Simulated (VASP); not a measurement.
Ge2F, 3 atoms in the cell. It takes space group P6/mmm (No. 191, hexagonal). The conventional cell has a = 4.364 Å, b = 4.364 Å, c = 2.931 Å, α = 90.00°, β = 90.00°, γ = 120.00°. Ge (site symmetry -6m2) has 5 Ge at 2.52 to 2.93 Å and 6 F at 2.91 Å within 3.3 Å. Within 3.8 Å of F (site symmetry 6/mmm) lie 12 Ge at 2.91 Å and 2 F at 2.93 Å. 

| Quantity | Value |
| --- | --- |
| Program | VASP 6.6.1 |
| Task | single point |
| Functional | PBE |
| Potentials or basis | VASP PAW PBE potentials, release 64 (Ge_d, F) |
| Cutoff | 520 eV |
| k mesh | 12 × 12 × 16 |
| Occupations | gaussian, width 0.1 eV |
| Spin | no spin polarisation |
| Dipole correction | no |
| Further INCAR settings | ALGO = Normal; EDIFF = 1e-06; NBANDS = 24 |

Potentials or basis: VASP PAW PBE potentials, release 64 (Ge_d, F).

The run is started by

```console
$ cat potpaw_PBE.64/Ge_d/POTCAR potpaw_PBE.64/F/POTCAR > POTCAR
$ mpirun -np 1 vasp_std > vasp.out
```

Hardware: 1 thread of Intel(R) Xeon(R) Platinum 8259CL CPU @ 2.50GHz (Skylake/Cascade Lake) (shared host).

Q: Estimate the wall time of this run.

A: Run time: 93 s on 1 thread of Intel(R) Xeon(R) Platinum 8259CL CPU @ 2.50GHz (Skylake/Cascade Lake) (shared host), peak memory 0.28 GiB. Counts: scf iterations 13, k points 171.
